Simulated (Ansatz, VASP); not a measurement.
One calculation of Zr, two programs

```
Zr
1.0
     3.23000    0.00000    0.00000
    -1.61500    2.79726    0.00000
     0.00000    0.00000    5.14539
Zr
2
Direct
  0.33333 0.66667 0.75000
  0.66667 0.33333 0.25000
```

Alike in both runs: task relaxation of cell and atoms; functional PBEsol; k mesh 12 × 12 × 8; occupations gaussian, width 0.05 eV; no spin polarisation.

```csv
,VASP,Ansatz
version,VASP 6.6.1,Ansatz 0.2.0
potentials or method,"VASP PAW PBE potentials, release 64 (Zr_sv), cutoff 600 eV","scalar-relativistic, plane waves, PAW"
valence electrons in the cell,24,24
```

|  | VASP | Ansatz | Ansatz less VASP |
| --- | --- | --- | --- |
| gap on the k mesh at the Fermi level, each at its own relaxed structure (eV) | none | none | - |
| relaxed volume (Å³/atom) | 22.49 | 22.47 | -0.024 |
| relaxed cell length with the largest relative difference (Å) | 3.195 | 3.192 | -0.0024 |

VASP's potentials were made for PBE, not for PBEsol. A gap of «none» marks a metal or a gap that the smearing closes.
